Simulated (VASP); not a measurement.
# CsMg3: single point with PBE

CsMg3:

```
Cs Mg
1.0
     5.34742    0.00000    0.00000
     0.00000    5.34742    0.00000
     0.00000    0.00000    5.34742
Cs Mg
1 3
Direct
  0.00000 0.00000 0.00000
  0.00000 0.50000 0.50000
  0.50000 0.00000 0.50000
  0.50000 0.50000 0.00000
```

```yaml
Program: VASP 6.6.1
Task: single point
Functional: PBE
Potentials_or_basis: VASP PAW PBE potentials, release 64 (Cs_sv, Mg)
Cutoff: 600 eV
k_mesh: 10 × 10 × 10
Occupations: gaussian, width 0.1 eV
Spin: no spin polarisation
Dipole_correction: no
Further_INCAR_settings: ALGO = Normal; EDIFF = 1e-06; NBANDS = 16
```

- Pressure: 0.0 GPa
- Band gap on the k mesh: zero (an odd number of electrons rules out a gap without spin polarisation)

Levels at points of the mesh, in eV from the Fermi level:
| k point | band 3 | band 4 | band 5 | band 6 | band 7 | band 8 | band 9 | band 10 | band 11 | band 12 |
| --- | --- | --- | --- | --- | --- | --- | --- | --- | --- | --- |
| (0.00, 0.00, 0.00) | -9.40 | -9.40 | -4.69 | -0.65 | -0.65 | 0.69 | 0.69 | 0.69 | 2.87 | 3.33 |
| (0.50, 0.00, 0.00) | -9.38 | -9.38 | -3.27 | -3.06 | 0.43 | 0.43 | 0.55 | 0.75 | 2.48 | 2.48 |
| (0.50, 0.50, 0.00) | -9.55 | -9.36 | -2.90 | -1.79 | -1.79 | -0.98 | 1.28 | 1.28 | 2.14 | 2.35 |
| (0.50, 0.50, 0.50) | -9.51 | -9.51 | -1.99 | -1.99 | -1.99 | -1.15 | 0.45 | 0.45 | 0.45 | 3.21 |

Wall time 55 s on 1 thread of Intel(R) Xeon(R) 6975P-C (Granite Rapids) (shared host), peak memory 0.41 GiB.

Caveat: spin-orbit coupling is left out, which moves the levels of the heavy elements.
